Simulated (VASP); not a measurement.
A run of VASP 6.6.1:

The input INCAR:

```
SYSTEM = CaB6
ALGO = Normal ; EDIFF = 1E-6
ENCUT = 520 ; GGA = PE
ISIF = 2 ; ISMEAR = 0
LASPH = .True. ; LCHARG = .True.
LELF = .True. ; LREAL = .False.
LVHAR = .True. ; LWAVE = .False.
NBANDS = 23 ; NELM = 60
PREC = Accurate ; SIGMA = 0.1
```

Contents of KPOINTS:

```
k-points
0
Gamma
  6 6 4
  0 0 0
```

Contents of POSCAR:

```
CaB6
1.0
    3.0689978680     -3.1442308368      0.6759677881
    3.0689978680      3.1442308368      0.6759677881
   -0.9611992971      0.0000000000      4.1603838785
Ca B
1 6
Direct
    0.4622411315      0.5377588685      0.0000000000
   -0.0370227649      1.0385205751      0.3021388862
   -0.0385205751      1.0370227649      0.6978611138
    0.2427973467      0.0377687650      0.0010026445
    0.9622312350      0.7572026533      0.9989973555
    0.9622563540      0.3182815658      0.0009694931
    0.6817184342      0.0377436460     -0.0009694931
```

Potentials or basis: VASP PAW PBE potentials, release 64 (Ca_sv, B).

Run with:

```bash
$ cat potpaw_PBE.64/Ca_sv/POTCAR potpaw_PBE.64/B/POTCAR > POTCAR
$ mpirun -np 1 vasp_std > vasp.out
```

Hardware: 1 thread of Intel(R) Xeon(R) Platinum 8259CL CPU @ 2.50GHz (Skylake/Cascade Lake), on a shared host.

Problem. Estimate the wall time of this run.

Solution. Run time: 68 s on 1 thread of Intel(R) Xeon(R) Platinum 8259CL CPU @ 2.50GHz (Skylake/Cascade Lake), on a shared host, peak memory 0.24 GiB. Counts: scf iterations 14, k points 47.
